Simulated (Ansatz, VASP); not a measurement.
# Two plane-wave programs on Lu2CuGe3

```
CELL_PARAMETERS angstrom
3.71293 0.00000 0.00000
0.00000 3.71293 0.00000
0.00000 0.00000 8.13737
ATOMIC_POSITIONS crystal
Ge 0.50000 0.50000 0.00000
Ge 0.00000 0.50000 0.41747
Ge 0.50000 0.00000 0.58253
Cu 0.00000 0.00000 0.00000
Lu 0.00000 0.50000 0.75066
Lu 0.50000 0.00000 0.24934
```

Alike in both runs: functional PBE; k mesh 9 × 9 × 4; no spin polarisation.

Ansatz relaxed the structure, and its values are those at the end. VASP's run is a single point on that final structure, the one shown.

```csv
,VASP,Ansatz
version,VASP 6.6.1,Ansatz 0.2.0
potentials or method,"VASP PAW PBE potentials, release 64 (Ge_d, Cu, Lu), cutoff 520 eV",PAW plane waves
occupations,"fermi-dirac, width 0.1 eV",fermi-dirac
valence electrons in the cell,103,111
```

```csv
,VASP,Ansatz,Ansatz less VASP
pressure (GPa),11.3,11.0,-0.36
rms of the force components (eV/Å),0.006,0.002,-0.0041
```

VASP's potentials hold 103 valence electrons a cell and Ansatz's 111, so a difference there can come from the potentials and not from the codes. Ansatz's warnings: stress scf threshold loose.

Spin-orbit coupling is off throughout.
